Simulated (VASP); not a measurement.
Crystal: AgI.

```xyz
2
Lattice="0.0000 3.2254 3.2254 3.2254 0.0000 3.2254 3.2254 3.2254 0.0000" Properties=species:S:1:pos:R:3 pbc="T T T"
Ag    0.0000    0.0000    0.0000
I     1.6127    1.6127    1.6127
```

Base run:

```yaml
Program: VASP 6.6.1
Functional: PBEsol
Potentials_or_basis: VASP PAW PBE potentials, release 64 (Ag, I)
Cutoff: 500 eV
k_mesh: 7 × 7 × 7
Occupations: fermi-dirac, width 0.05 eV
Spin: no spin polarisation
```

Its results: band gap on the k mesh 1.20 eV, direct; pressure 0.0 GPa.

Task: The run is repeated on the same cell with these changes: functional from PBEsol to HSE06; cutoff from 500 eV to 400 eV. What comes out?

Result: Band gap on the k mesh 2.46 eV, direct; pressure 2.2 GPa.

HSE06 gives the wider gap, since exact exchange removes part of the self-interaction.

Caveats: the PAW data sets were made with another functional, which shifts forces and pressure a little; spin-orbit coupling is left out, which moves the levels of the heavy elements.

